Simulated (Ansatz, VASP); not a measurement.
**Two plane-wave programs on FeO**

INCAR

```
SYSTEM = FeO
PREC = Accurate ; ENCUT = 600
EDIFF = 1E-6 ; ISMEAR = -1
SIGMA = 0.1 ; LREAL = .False.
LASPH = .True. ; NELM = 200
ALGO = Normal ; ISIF = 2
LWAVE = .False. ; LCHARG = .False.
ISPIN = 2 ; MAGMOM = 3.7 -3.7 0 0
LORBIT = 11 ; LMAXMIX = 4
LDAU = .True. ; LDAUTYPE = 2
LDAUL = 2 -1 ; LDAUU = 4.6 0
LDAUJ = 0 0 ; LDAUPRINT = 1
GGA = PE ; NBANDS = 26
GGA_COMPAT = .False.
```

KPOINTS

```
regular mesh
0
Gamma
  3 3 3
  0 0 0
```

Contents of POSCAR:

```
FeO
1.0
    4.3300000000      2.1650000000      2.1650000000
    2.1650000000      4.3300000000      2.1650000000
    2.1650000000      2.1650000000      4.3300000000
Fe O
2 2
Direct
    0.0000000000      0.0000000000      0.0000000000
    0.5000000000      0.5000000000      0.5000000000
    0.2570000000      0.2475000000      0.2535000000
    0.7500000000      0.7500000000      0.7500000000
```

Input for Ansatz:

```yaml
crystal:
  lattice:
    - [4.33, 2.165, 2.165]
    - [2.165, 4.33, 2.165]
    - [2.165, 2.165, 4.33]
  atoms:
    - { symbol: Fe, position: [0, 0, 0], spin: 3.7 }
    - { symbol: Fe, position: [0.5, 0.5, 0.5], spin: -3.7 }
    - { symbol: O, position: [0.257, 0.2475, 0.2535] }
    - { symbol: O, position: [0.75, 0.75, 0.75] }
kpoints:
  mp_grid: { grid: [3, 3, 3], shift: [0, 0, 0] }
hamiltonian:
  xc: pbe
  pseudopotentials: { kind: nc }
  hubbard: { sites: [{ species: Fe, l: d, u_eff: 4.6 }] }
magnetization:
  spin_polarized: true
scf:
  occupations: { method: fermi_dirac, width: 0.1 }
```

Alike in both runs: task single point; functional PBE; k mesh 3 × 3 × 3; occupations fermi-dirac, width 0.1 eV; collinear spin; Hubbard terms Fe d U = 4.6 eV.

```csv
,VASP,Ansatz
version,VASP 6.6.1,Ansatz development build ahead of 0.2.0
potentials or method,"VASP PAW PBE potentials, release 64 (Fe, O)","norm-conserving potentials, plane waves, scalar-relativistic"
plane-wave cutoff (eV),600,1240
```

Ansatz gave:

```
net moment per atom (μB)                                      : 0.00
size of the moment on the site where the two differ most (μB) : 3.42
```

Question: What did VASP give for the same quantities?

Answer: net moment per atom (μB): 0.02; size of the moment on the site where the two differ most (μB): 3.77.

Site moments also hang on the region over which each program counts them. The programs project onto different local orbitals, so the same U acts differently, and such runs can settle in different states.

The k mesh is coarse, so the values compare programs but aren't converged.
